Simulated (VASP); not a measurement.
# ZrC (P1) in VASP: single point with PBEsol

Aim: the single point of ZrC with PBEsol.

Everything below comes from runs of VASP 6.6.1. Logs are shortened: lines on timing, memory, paths and dates and some standing lists are left out, and cuts for length are marked.

## (1) The cell of the first run

The typed cell holds 16 atoms: a = 6.669 Å, b = 6.669 Å, c = 6.669 Å, α = 60.00°, β = 60.00°, γ = 60.00°.

## (2) Single point, PBEsol

Input file INCAR:

```
PREC     = Accurate       # precision mode
ENCUT    = 520            # plane-wave cutoff, eV
EDIFF    = 1E-6           # SCF threshold, eV
ISMEAR   = -1             # smearing method
SIGMA    = 0.05           # smearing width, eV
LREAL    = Auto         
LASPH    = T              # aspherical terms in the spheres
NELM     = 60             # most SCF steps
ALGO     = Normal         # electronic algorithm
ISIF     = 2              # what is computed and relaxed
LWAVE    = F              # write WAVECAR
LCHARG   = T              # write CHGCAR
GGA      = PS             # functional
LELF     = T              # ELF
LVHAR    = T            
NBANDS   = 78             # bands
```

Input file KPOINTS:

```
Automatic mesh
0
Gamma
  2 2 2
  0.5 0.5 0.5
```

Input file POSCAR:

```
ZrC
1.0
    0.0000000000     -4.7160361280     -4.7160361280
   -4.7160361280     -4.7160361280      0.0000000000
   -4.7160361280      0.0000000000     -4.7160361280
Zr C
8 8
Direct
    0.2602273322      0.2376051560      0.2419015608
    0.2375242618      0.7457722767      0.2574859410
    0.2446288512      0.2479063918      0.7559941025
    0.2547674503      0.7396189099      0.7548895732
    0.7415886785      0.2548612791      0.2483640855
    0.7423855342      0.7456972136      0.2596723110
    0.7605452763      0.2519719883      0.7507826284
    0.7440126421      0.7557260808      0.7637682160
    0.5027409536      0.4977339945      0.4908629699
    0.5076588548      0.0012715127      0.4944723570
    0.4989863173      0.4916543124      0.0066232529
    0.4991199041     -0.0100521919      0.0078999607
   -0.0030434457      0.4958660062      0.4939438411
    0.0016966579     -0.0021644236      0.4927847109
    0.0029152660      0.4933544691      0.0106090154
   -0.0052547307     -0.0051461650      0.0031616594
```

Potentials or basis: VASP PAW PBE potentials, release 64 (Zr_sv, C).

Run with:

```sh
cat potpaw_PBE.64/Zr_sv/POTCAR potpaw_PBE.64/C/POTCAR > POTCAR
mpirun -np 1 vasp_std > vasp.out
```

OUTCAR:

```text
PREC = Accurate
   ENCUT = 520
   EDIFF = 1E-6
   ISMEAR = -1
   LREAL = Auto
   LASPH = T
   NELM = 60
   ISIF = 2
   GGA = PS

 ion  position               nearest neighbor table
   1  0.260  0.238  0.242-  12 2.27  15 2.31  11 2.33  14 2.35  10 2.36  13 2.41   6 3.25   3 3.26
                             5 3.29   4 3.30   2 3.31   7 3.31   7 3.37   2 3.37   4 3.37   5 3.38
   2  0.238  0.746  0.257-  14 2.30  13 2.31  16 2.34   9 2.35  11 2.38  12 2.39   6 3.30   1 3.31
                             4 3.32   5 3.32   3 3.32   8 3.34   8 3.34   3 3.35   5 3.35   4 3.36
   3  0.245  0.248  0.756-  15 2.36  16 2.37  12 2.39   9 2.40  10 2.40  13 2.40   7 3.23   1 3.26
                             8 3.31   4 3.31   5 3.32   2 3.32   2 3.35   5 3.35   4 3.36   8 3.36
   4  0.255  0.740  0.755-  11 2.34  15 2.35  16 2.38   9 2.39  10 2.43  14 2.43   6 3.28   1 3.30
                             3 3.31   7 3.31   2 3.32   8 3.33   8 3.35   2 3.36   7 3.36   3 3.36
   5  0.742  0.255  0.248-  11 2.28   9 2.29  10 2.30  15 2.36  14 2.38  16 2.38   7 3.27   8 3.29
                             1 3.29   6 3.31   2 3.32   3 3.32   3 3.35   2 3.35   6 3.36   1 3.38
   6  0.742  0.746  0.260-   9 2.30  13 2.31  10 2.31  12 2.33  16 2.37  15 2.37   1 3.25   8 3.27
                             4 3.28   7 3.29   2 3.30   5 3.31   5 3.36   2 3.37   7 3.39   4 3.39
   7  0.761  0.252  0.751-  13 2.27  16 2.30  11 2.34  14 2.42   9 2.44  12 2.47   3 3.23   5 3.27
                             6 3.29   1 3.31   4 3.31   8 3.32   8 3.35   4 3.36   1 3.37   6 3.39
   8  0.744  0.756  0.764-  12 2.26  14 2.36  15 2.39  10 2.39  11 2.40  13 2.50   6 3.27   5 3.29
                             3 3.31   7 3.32   4 3.33   2 3.34   2 3.34   4 3.35   7 3.35   3 3.36
   9  0.503  0.498  0.491-   5 2.29   6 2.30   2 2.35   4 2.39   3 2.40   7 2.44
  10  0.508  0.001  0.494-   5 2.30   6 2.31   1 2.36   8 2.39   3 2.40   4 2.43
  11  0.499  0.492  0.007-   5 2.28   1 2.33   4 2.34   7 2.34   2 2.38   8 2.40
  12  0.499  0.990  0.008-   8 2.26   1 2.27   6 2.33   2 2.39   3 2.39   7 2.47
  13  0.997  0.496  0.494-   7 2.27   6 2.31   2 2.31   3 2.40   1 2.41   8 2.50
  14  0.002  0.998  0.493-   2 2.30   1 2.35   8 2.36   5 2.38   7 2.42   4 2.43
  15  0.003  0.493  0.011-   1 2.31   4 2.35   3 2.36   5 2.36   6 2.37   8 2.39
  16  0.995  0.995  0.003-   7 2.30   2 2.34   6 2.37   3 2.37   4 2.38   5 2.38

  LATTYP: Found a face centered cubic cell.
 ALAT       =     9.4320722560

  Lattice vectors:

 A1 = (   0.0000000000,  -4.7160361280,  -4.7160361280)
 A2 = (  -4.7160361280,  -4.7160361280,   0.0000000000)
 A3 = (  -4.7160361280,   0.0000000000,  -4.7160361280)

Analysis of symmetry for initial positions (statically):
=====================================================================
 Subroutine PRICEL returns:
 Original cell was already a primitive cell.

 Routine SETGRP: Setting up the symmetry group for a
 face centered cubic supercell.

 Subroutine GETGRP returns: Found  1 space group operations
[... 150 lines left out ...]
   EFERMI =   0.00;   METHOD = LEGACY
   ISMEAR =    -1;   SIGMA  =   0.05  broadening in eV -4-tet -1-fermi 0-gaus
   EFERMI_NEDOS =   21; number of points for ismear=-14 and -15
   IALGO  =     38    algorithm
   IMIX   =      4    mixing-type and parameters
     AMIX     =   0.40;   BMIX     =  1.00
     AMIX_MAG =   1.60;   BMIX_MAG =  1.00
  volume/ion in A,a.u.               =      13.11        88.48
  Fermi-wavevector in a.u.,A,eV,Ry     =   1.388538  2.623956 26.232538  1.928037
  Thomas-Fermi vector in A             =   2.512654
   LORBIT       =      0    0 simple, 1 ext, 2 COOP (PROOUT), +10 PAW based schemes
   GGA     = PS    functional components
   LHFCALC =     F    Hartree Fock is set to
   AEXX    =    0.0000 exact exchange contribution
   IVDW    =     0    specifies the selected vdW correction
   LEPSILON=     F    determine dielectric tensor
   LRPA    =     F    only Hartree local field effects (RPA)
 non-spin polarized calculation
  energy-cutoff  :      520.00
  volume of cell :      209.78
 maximum number of plane-waves:      5654
 NGX is ok and might be reduce to    50
   NGX = 25   NGY = 25   NGZ = 25

 number of electron     128.0000000 magnetization

 Free energy of the ion-electron system (eV)
  ---------------------------------------------------
  ext. energy  EPLUGINS =         0.00000000
  ---------------------------------------------------
  free energy    TOTEN  =      -163.81472595 eV

  energy without entropy =     -163.81388955  energy(sigma->0) =     -163.81430775

 E-fermi :   9.3589     XC(G=0): -12.2258

 val. band max:        9.0314785864   @ k =   0.0000   0.2500   0.0000
 cond. band min:       9.6930968861   @ k =   0.0000   0.2500   0.0000
 fundamental gap:      0.6616182997
 Fermi energy:         9.3588908966

 k-point     1 :       0.2500    0.2500    0.2500
  band No.  band energies     occupation
      1     -38.6790      2.00000
      2     -38.6341      2.00000
      3     -38.5996      2.00000
      4     -38.5511      2.00000
      5     -38.4980      2.00000
      6     -38.4531      2.00000
[... 1253 lines left out ...]
     75      12.9200      0.00000
     76      13.4636      0.00000
 [bands above 76 left out]

------------------------ aborting loop because EDIFF is reached ----------------------------------------

  FORCE on cell =-STRESS in cart. coord.  units (eV):
  Direction    XX          YY          ZZ          XY          YZ          ZX
  --------------------------------------------------------------------------------------
  -------------------------------------------------------------------------------------
  Total       -6.6387955     -7.0625847     -6.9280378      0.0531476      0.0974344     -0.0197438
  in kB      -50.7035664    -53.9402412    -52.9126441      0.4059132      0.7441518     -0.1507925
  external PRESSURE =     -52.5188172 kB  Pullay stress =       0.0000000 kB

 VOLUME and BASIS-vectors are now :
 -----------------------------------------------------------------------------
  energy-cutoff  :      520.00
  volume of cell :      209.78
      direct lattice vectors                 reciprocal lattice vectors
     0.000000000 -4.716036128 -4.716036128     0.106021240 -0.106021240 -0.106021240
    -4.716036128 -4.716036128  0.000000000    -0.106021240 -0.106021240  0.106021240
    -4.716036128  0.000000000 -4.716036128    -0.106021240  0.106021240 -0.106021240

 POSITION                                       TOTAL-FORCE (eV/Angst)
 -----------------------------------------------------------------------------------
     -2.26137     -2.34780     -2.36806        -1.241993      0.472373     -0.010116
     -4.73140     -4.63726     -2.33449         0.107366     -0.332874     -0.244921
     -4.73443     -2.32281     -4.71897         0.562179     -0.376390      0.041628
     -7.04816     -4.68956     -4.76158        -0.248233     -0.124376      0.555743
     -2.37323     -4.69929     -4.66865         0.103974      0.135574     -1.035695
     -4.74136     -7.01785     -4.72574         0.434274     -0.514110     -0.202806
[... 8 lines left out ...]
     -2.37671     -2.34043     -0.06378         0.463467     -0.214636      0.750313
     -4.70668     -9.38302     -4.70617         0.122759     -0.532243     -0.062203
 -----------------------------------------------------------------------------------
    total drift:                                0.002072      0.004693     -0.001860

  FREE ENERGIE OF THE ION-ELECTRON SYSTEM (eV)
  ---------------------------------------------------
  free  energy   TOTEN  =      -163.8147259483 eV

  energy  without entropy=     -163.8138895488  energy(sigma->0) =     -163.81430775
```

OSZICAR:

```text
N       E                     dE             d eps       ncg     rms          rms(c)
DAV:   1     0.123880062024E+04    0.12388E+04   -0.67507E+04  2496   0.166E+03
DAV:   2    -0.532321942691E+02   -0.12920E+04   -0.12451E+04  2824   0.477E+02
DAV:   3    -0.180152608567E+03   -0.12692E+03   -0.12361E+03  3656   0.119E+02
DAV:   4    -0.189508297447E+03   -0.93557E+01   -0.93390E+01  3624   0.286E+01
DAV:   5    -0.190150032934E+03   -0.64174E+00   -0.64166E+00  3456   0.616E+00    0.583E+01
DAV:   6    -0.164584208951E+03    0.25566E+02   -0.16705E+02  3026   0.340E+01    0.247E+01
DAV:   7    -0.163897864572E+03    0.68634E+00   -0.12304E+01  3264   0.959E+00    0.149E+01
DAV:   8    -0.163829594993E+03    0.68270E-01   -0.96472E-01  3012   0.386E+00    0.147E+00
DAV:   9    -0.163812135368E+03    0.17460E-01   -0.24178E-01  3224   0.152E+00    0.782E-01
DAV:  10    -0.163814785659E+03   -0.26503E-02   -0.21633E-02  3252   0.605E-01    0.388E-01
DAV:  11    -0.163814750426E+03    0.35233E-04   -0.34007E-03  3232   0.242E-01    0.946E-02
DAV:  12    -0.163814739379E+03    0.11047E-04   -0.18467E-04  3546   0.456E-02    0.246E-02
DAV:  13    -0.163814729435E+03    0.99446E-05   -0.26273E-05  3240   0.223E-02    0.216E-02
DAV:  14    -0.163814726025E+03    0.34101E-05   -0.20604E-06  1976   0.597E-03    0.339E-03
DAV:  15    -0.163814725948E+03    0.76283E-07   -0.40406E-07  1536   0.270E-03
   1 F= -.16381473E+03 E0= -.16381431E+03  d E =-.836399E-03
```

Run time: 10 min. Hardware: 1 thread of Intel Xeon Platinum 8259CL at 2.50GHz (Skylake/Cascade Lake), shared host; peak memory 0.44 GiB.

Results:

- Free energy: -163.8147 eV
- Pressure: -5.3 GPa
- Largest force: 1.329 eV/Å
- Band gap on the k mesh: 0.66 eV

Forces in eV/Å, atoms in the order of the input:
```
Zr  -1.242  0.472 -0.010
Zr   0.107 -0.333 -0.245
Zr   0.562 -0.376  0.042
Zr  -0.248 -0.124  0.556
Zr   0.104  0.136 -1.036
Zr   0.434 -0.514 -0.203
Zr   0.674  0.745  0.656
Zr   1.062 -0.112  0.521
C   -0.799  0.481 -0.357
C   -0.386  0.829 -0.164
C    0.114 -0.457  0.421
C    0.038 -0.288  0.460
C   -0.542 -0.041 -0.779
C   -0.464  0.330 -0.550
C    0.463 -0.215  0.750
C    0.123 -0.532 -0.062
```

Stress tensor (GPa, compression positive):
```
-5.07  0.04 -0.02
 0.04 -5.39  0.07
-0.02  0.07 -5.29
```

Caveat: the k points lie up to 0.58 Å⁻¹ apart; the atoms stand as in a frame of molecular dynamics; the PAW data sets were made with another functional, which shifts forces and pressure a little; a shifted mesh leaves out Γ, where band edges can lie. A k mesh can miss the band edges.
